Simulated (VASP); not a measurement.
Crystal: Ti5N2O3.

```
CELL_PARAMETERS angstrom
2.95280 0.00000 0.00000
-1.47640 2.55720 0.00000
0.00000 0.00000 15.77086
ATOMIC_POSITIONS crystal
Ti 0.66667 0.33333 0.90000
Ti 0.66667 0.33333 0.10000
Ti 0.66667 0.33333 0.30000
Ti 0.66667 0.33333 0.50000
Ti 0.66667 0.33333 0.70000
N 0.00000 0.00000 0.20000
N 0.00000 0.00000 0.80000
O 0.00000 0.00000 0.00000
O 0.00000 0.00000 0.40000
O 0.00000 0.00000 0.60000
```

```yaml
Program: VASP 6.6.1
Task: relaxation of cell and atoms
Functional: PBE
Potentials_or_basis: VASP PAW PBE potentials, release 64 (Ti_sv, N, O)
Cutoff: 600 eV
k_mesh: 6 × 6 × 1
Occupations: gaussian, width 0.1 eV
Spin: collinear spin
Starting_moments: "[1.0, 1.0, 1.0, 1.0, 1.0, 0.0, 0.0, 0.0, 0.0, 0.0] μB"
```

At the start: pressure -31.4 GPa; volume 11.91 Å³/atom.

**Question.** Where does the relaxation end?

**Answer.** Over 12 steps the energy falls by 381.5 meV/atom and the volume is 9.82 Å³/atom (-17.5 %); space group P-6m2 (No. 187, to 0.1 Å) before and after; moment 0.00 μB per cell.

Step by step:
| step | energy change (eV) | largest force (eV/Å) | pressure (GPa) | volume (Å³) |
| --- | --- | --- | --- | --- |
| 1 | 0.0000 | 1.9348 | -31.41 | 119.08 |
| 2 | -0.2040 | 3.5354 | 67.33 | 82.44 |
| 3 | -3.7550 | 0.9257 | -0.63 | 98.06 |
| 4 | -3.7696 | 0.8098 | 1.68 | 97.20 |
| 5 | -3.7704 | 0.7513 | 2.83 | 96.79 |
| 6 | -3.8002 | 0.4772 | 0.17 | 98.36 |
| 7 | -3.8113 | 0.1572 | 1.00 | 97.82 |
| 8 | -3.8126 | 0.1012 | -0.93 | 98.59 |
| 9 | -3.8136 | 0.0730 | -0.22 | 98.28 |
| 10 | -3.8145 | 0.0562 | -0.11 | 98.23 |
| 11 | -3.8151 | 0.0590 | 0.09 | 98.15 |
| 12 | -3.8154 | 0.0075 | -0.01 | 98.20 |

Final structure:
```
Ti N O
1.0
     2.86298    0.00000    0.00000
    -1.43149    2.47942    0.00000
     0.00000    0.00000   13.83419
Ti N O
5 2 3
Direct
  0.66667 0.33333 0.89694
  0.66667 0.33333 0.10306
  0.66667 0.33333 0.29478
  0.66667 0.33333 0.50000
  0.66667 0.33333 0.70522
  0.00000 0.00000 0.19909
  0.00000 0.00000 0.80091
  0.00000 0.00000 0.00000
  0.00000 0.00000 0.39990
  0.00000 0.00000 0.60010
```

Caveat: the k points lie up to 0.45 Å⁻¹ apart in the final cell, too coarse for converged energies and pressures of a metal; the volume moved by over 15 % at a fixed basis, so the end points are rough.
